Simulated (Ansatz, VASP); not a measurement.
# H5Pt in VASP and in Ansatz

```
H Pt
1.0
     3.44619    0.00000    0.00000
    -1.72310    2.98449    0.00000
     0.00000    0.00000    5.85931
H Pt
5 1
Direct
  0.50000 0.00000 0.00000
  0.00000 0.50000 0.00000
  0.50000 0.50000 0.00000
  0.33333 0.66667 0.50000
  0.66667 0.33333 0.50000
  0.00000 0.00000 0.00000
```

Alike in both runs: task single point; functional PBE; k mesh 12 × 12 × 8; occupations gaussian, width 0.1 eV; no spin polarisation.

|  | VASP | Ansatz |
| --- | --- | --- |
| version | VASP 6.6.1 | Ansatz 0.2.0 |
| potentials or method | VASP PAW PBE potentials, release 64 (H, Pt), cutoff 520 eV | scalar-relativistic, plane waves, PAW |
| valence electrons in the cell | 15 | 23 |

VASP gave:

| Quantity | Value |
| --- | --- |
| gap on the k mesh at the Fermi level (eV) | none |
| pressure (GPa) | 0.1 |
| traceless stress, the component that is largest in VASP (GPa) | -0.21 |

What did Ansatz give for the same quantities?

gap on the k mesh at the Fermi level (eV): none; pressure (GPa): 0.0; traceless stress, the component that is largest in VASP (GPa): 0.01.

A gap of «none» marks a metal or a gap that the smearing closes. VASP's potentials hold 15 valence electrons a cell and Ansatz's 23, so a difference there can come from the potentials and not from the codes.

Neither program's run includes spin-orbit coupling.
